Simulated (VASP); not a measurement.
The system is MgS.

```
CELL_PARAMETERS angstrom
-0.01902 -0.01870 5.14968
-4.21257 4.17985 2.57510
-4.35809 -4.34407 2.60558
ATOMIC_POSITIONS crystal
Mg 0.63687 0.48333 0.21745
Mg 0.37112 0.48281 0.79470
Mg 0.19039 0.19062 0.48817
Mg 0.84281 0.78358 0.49944
S 0.65729 0.23275 0.48871
S 0.29670 0.83051 0.50229
S 0.14591 0.50853 0.19196
S 0.85891 0.48787 0.81727
```

* Program: VASP 6.6.1
* Task: relaxation of cell and atoms
* Functional: PBE
* Potentials or basis: VASP PAW PBE potentials, release 64 (Mg, S)
* Cutoff: 600 eV
* k mesh: 4 × 4 × 4
* Occupations: gaussian, width 0.1 eV
* Spin: no spin polarisation

At the start: pressure 3.0 GPa; volume 23.45 Å³/atom.

**Question.** Where does the relaxation end?

**Answer.** Over 16 steps the energy falls by 118.3 meV/atom and the volume is 23.98 Å³/atom (+2.2 %); space group P1 (No. 1, to 0.1 Å) before, I4/mcm (No. 140, to 0.1 Å).

The path:
```
step  energy change (eV)  largest force (eV/Å)  pressure (GPa)  volume (Å³)
   1              0.0000                2.9170            3.00       187.63
   2             -0.6745                0.8050           -1.67       199.75
   3             -0.6758                0.7792           -1.84       200.45
   4             -0.8287                0.5188           -0.34       193.81
   5             -0.8607                0.5075            0.92       189.34
   6             -0.9081                0.3451            0.25       191.22
   7             -0.9134                0.2743           -0.01       192.08
   8             -0.9272                0.1691           -0.10       192.26
   9             -0.9325                0.1497           -0.18       192.46
  10             -0.9381                0.1236            0.14       191.37
  11             -0.9391                0.1077            0.36       190.65
  12             -0.9429                0.0737            0.18       191.29
  13             -0.9447                0.0805           -0.05       192.16
  14             -0.9457                0.0414           -0.04       192.07
  15             -0.9461                0.0314           -0.03       192.00
  16             -0.9464                0.0202            0.02       191.81
```

Final structure:
```xyz
8
Lattice="-0.0002 -0.0005 5.2455 -4.2848 4.2714 2.6232 -4.2799 -4.2677 2.6223" Properties=species:S:1:pos:R:3 pbc="T T T"
Mg   -3.0715    1.2349    5.2460
Mg   -5.4938   -1.2312    5.2451
Mg   -3.0482   -1.2107    2.6217
Mg   -5.5184    1.2143    7.8675
S    -2.9740   -1.2831    5.2456
S    -5.5896    1.2867    5.2445
S    -3.0006    1.3086    2.6243
S    -5.5638   -1.3066    7.8692
```
